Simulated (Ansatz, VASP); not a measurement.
# Two plane-wave programs on Eu

```xyz
1
Lattice="-2.3030 2.3030 2.3030 2.3030 -2.3030 2.3030 2.3030 2.3030 -2.3030" Properties=species:S:1:pos:R:3 pbc="T T T"
Eu    0.0000    0.0000    0.0000
```

Alike in both runs: task single point; functional PBE; k mesh 10 × 10 × 10; occupations fermi-dirac, width 0.05 eV; collinear spin; Hubbard terms Eu f U = 1.0 eV.

|  | VASP | Ansatz |
| --- | --- | --- |
| version | VASP 6.6.1 | Ansatz 0.2.0 |
| potentials or method | VASP PAW PBE potentials, release 64 (Eu) | PAW with Ansatz's default frozen-core files, scalar-relativistic |
| plane-wave cutoff (eV) | 520 | 420 |
| valence electrons in the cell | 17 | 17 |

|  | VASP | Ansatz | Ansatz less VASP |
| --- | --- | --- | --- |
| pressure (GPa) | -1.4 | -1.2 | +0.22 |
| net moment per atom (μB) | 7.40 | 7.41 | +0.014 |
| size of the moment on the site where the two differ most (μB) | 6.74 | 7.13 | +0.395 |

Site moments also hang on the region over which each program counts them. The programs project onto different local orbitals, so the same U acts differently, and such runs can settle in different states. Ansatz's warnings: filled band counts differ across k points.

Spin-orbit coupling is off throughout.
